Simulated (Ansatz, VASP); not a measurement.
# Two plane-wave programs on Ni

```
CELL_PARAMETERS angstrom
2.44802 0.00000 0.00000
-1.22401 2.12005 0.00000
0.00000 0.00000 4.07281
ATOMIC_POSITIONS crystal
Ni 0.66667 0.33333 0.75000
Ni 0.33333 0.66667 0.25000
```

Alike in both runs: functional r2SCAN; k mesh 7 × 7 × 4; occupations fermi-dirac, width 0.05 eV; collinear spin.

|  | VASP | Ansatz |
| --- | --- | --- |
| version | VASP 6.6.1 | Ansatz 0.2.0 |
| potentials or method | VASP PAW PBE potentials, release 64 (Ni_sv_GW) | Ansatz PAW |
| plane-wave cutoff (eV) | 650 | 500 |
| valence electrons in the cell | 36 | 36 |
| task | single point | band structure |

VASP gave:

| Quantity | Value |
| --- | --- |
| gap on the k mesh at the Fermi level (eV) | none |
| pressure (GPa) | -3.5 |
| traceless stress, the component that is largest in VASP (GPa) | -1.46 |
| net moment per atom (μB) | 0.83 |
| size of the moment on the site where the two differ most (μB) | 0.90 |

Task: What did Ansatz give for the same quantities?

Result: gap on the k mesh at the Fermi level (eV): none; pressure (GPa): -0.1; traceless stress, the component that is largest in VASP (GPa): -1.61; net moment per atom (μB): 0.83; size of the moment on the site where the two differ most (μB): 0.90.

VASP's potentials were made for PBE, not for r2SCAN. Site moments also hang on the region over which each program counts them. A gap of «none» marks a metal or a gap that the smearing closes. The functional is the same, so the differences come from potentials, cutoffs and numerics.

The k mesh is coarse, so the values compare programs but aren't converged. Noted on Ansatz's run: the magnetic or orbital state may not be the lowest.
